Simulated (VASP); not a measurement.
# Al: relaxation of cell and atoms with PBE

Crystal: Al.

```
Al
1.0
     2.74552    0.00000    0.00000
    -1.37276    2.37769    0.00000
     0.00000    0.00000    4.44775
Al
2
Direct
  0.33333 0.66667 0.25000
  0.66667 0.33333 0.75000
```

| Quantity | Value |
| --- | --- |
| Program | VASP 6.6.1 |
| Task | relaxation of cell and atoms |
| Functional | PBE |
| Potentials or basis | VASP PAW PBE potentials, release 64 (Al) |
| Cutoff | 600 eV |
| k mesh | 16 × 16 × 9 |
| Occupations | fermi-dirac, width 0.1 eV |
| Spin | no spin polarisation |
| Target pressure | 13 GPa |
| Dipole correction | no |
| Further INCAR settings | ALGO = Normal; EDIFF = 1e-06; IBRION = 2; EDIFFG = -0.005; NSW = 60; ISIF = 3 |

The relaxed volume is 14.60 Å³/atom, the relaxed cell is a = 2.738 Å, b = 2.738 Å, c = 4.499 Å, α = 90.00°, β = 90.00°, γ = 120.00° and the space group after relaxing (to 0.05 Å) is P6_3/mmc (No. 194). The energy change on relaxing (the enthalpy is what falls) is -8.3 meV/atom, the ionic steps are 5 and the pressure after relaxing is 13.0 GPa. The band gap on the k mesh is zero (band 3 reaches 12.75 eV, above the bottom of band 4 at 6.14 eV).

The path:
```tsv
step	energy change (eV)	largest force (eV/Å)	pressure (GPa)	volume (Å³)
1	0.0000	0.0000	13.76	29.03
2	-0.0258	0.0000	12.48	29.33
3	-0.0251	0.0000	12.52	29.32
4	-0.0145	0.0000	13.11	29.18
5	-0.0167	0.0000	12.99	29.21
```

Final structure:
```
Al
1.0
     2.73801    0.00000    0.00000
    -1.36900    2.37118    0.00000
     0.00000    0.00000    4.49905
Al
2
Direct
  0.33333 0.66667 0.25000
  0.66667 0.33333 0.75000
```

Levels at points of the mesh, in eV from the Fermi level:
```
           k point  band 1  band 2  band 3  band 4  band 5  band 6
(0.00, 0.00, 0.00)  -12.03   -5.15   -4.66   11.70   11.70   11.74
(0.50, 0.00, 0.00)   -5.65   -5.62    0.57    1.29    1.30    1.98
```

It took 21 s on 1 thread of Intel(R) Xeon(R) 6975P-C (Granite Rapids), on a shared host, peak memory 0.16 GiB.

Caveat: the cell is relaxed towards a set pressure, so the enthalpy falls and the energy may rise.
